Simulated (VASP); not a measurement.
A run of VASP 6.6.1:

The input INCAR:

```
  PREC = Accurate
  ENCUT = 600
  EDIFF = 1E-7
  ISMEAR = 0
  SIGMA = 0.1
  LREAL = False
  LASPH = True
  NELM = 80
  ALGO = Normal
  ISIF = 3
  LWAVE = False
  LCHARG = False
  GGA = PE
  IBRION = 2
  NSW = 90
  EDIFFG = -0.04
```

The input KPOINTS:

```
regular mesh
0
Gamma
  4 4 4
```

The input POSCAR:

```
InAu
1.0
    4.2068214800      0.0000000000      0.0000000000
    0.0000000000      4.2068214800      0.0000000000
    0.0000000000      0.0000000000      5.6481402600
In Au
2 2
Direct
    0.0000000000      0.0000000000      0.2936102900
    0.0000000000      0.0000000000      0.7063897100
    0.0000000000      0.5000000000      0.0000000000
    0.5000000000      0.0000000000      0.0000000000
```

Potentials or basis: VASP PAW PBE potentials, release 64 (In_d, Au).

Run with:

```console
$ cat potpaw_PBE.64/In_d/POTCAR potpaw_PBE.64/Au/POTCAR > POTCAR
$ mpirun -np 1 vasp_std > vasp.out
```

Hardware: 1 thread of Intel(R) Xeon(R) Platinum 8488C (Sapphire Rapids) (shared host).

**Question.** Estimate the wall time of this run.

**Answer.** Run time: 15 min on 1 thread of Intel(R) Xeon(R) Platinum 8488C (Sapphire Rapids), with other jobs on the host, peak memory 0.3 GiB. Counts: scf iterations 242, k points 18, ion steps 24.
